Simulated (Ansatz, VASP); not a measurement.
Two plane-wave programs on Cu

```xyz
10
Lattice="2.5562 0.0000 0.0000 1.2781 2.2137 0.0000 0.0000 0.0000 32.7841" Properties=species:S:1:pos:R:3 pbc="T T T"
Cu    0.0000    0.0000    7.4811
Cu    1.2781    0.7379    9.4415
Cu    2.5562    1.4758   11.4226
Cu    0.0000    0.0000   13.4090
Cu    1.2781    0.7379   15.3995
Cu    2.5562    1.4758   17.3845
Cu    0.0000    0.0000   19.3751
Cu    1.2781    0.7379   21.3615
Cu    2.5562    1.4758   23.3426
Cu    0.0000    0.0000   25.3030
```

Alike in both runs: functional LDA; k mesh 18 × 18 × 1; occupations gaussian, width 0.1 eV; no spin polarisation.

Ansatz relaxed the structure, and its values are those at the end. VASP's run is a single point on that final structure, the one shown.

|  | VASP | Ansatz |
| --- | --- | --- |
| version | VASP 6.6.1 | Ansatz 0.2.0 |
| potentials or method | VASP PAW LDA potentials, release 64 (Cu) | scalar-relativistic, plane waves, PAW |
| plane-wave cutoff (eV) | 520 | 420 |
| valence electrons in the cell | 110 | 190 |

|  | VASP | Ansatz | Ansatz less VASP |
| --- | --- | --- | --- |
| gap on the k mesh at the Fermi level (eV) | none | none | - |
| rms of the force components (eV/Å) | 0.008 | 0.000 | -0.0082 |

LDA's correlation is that of Perdew and Zunger in VASP and of Perdew and Wang (1992) in Ansatz. A gap of «none» marks a metal or a gap that the smearing closes. VASP's potentials hold 110 valence electrons a cell and Ansatz's 190, so a difference there can come from the potentials and not from the codes. Ansatz's warnings: xc potential rough in thin density.
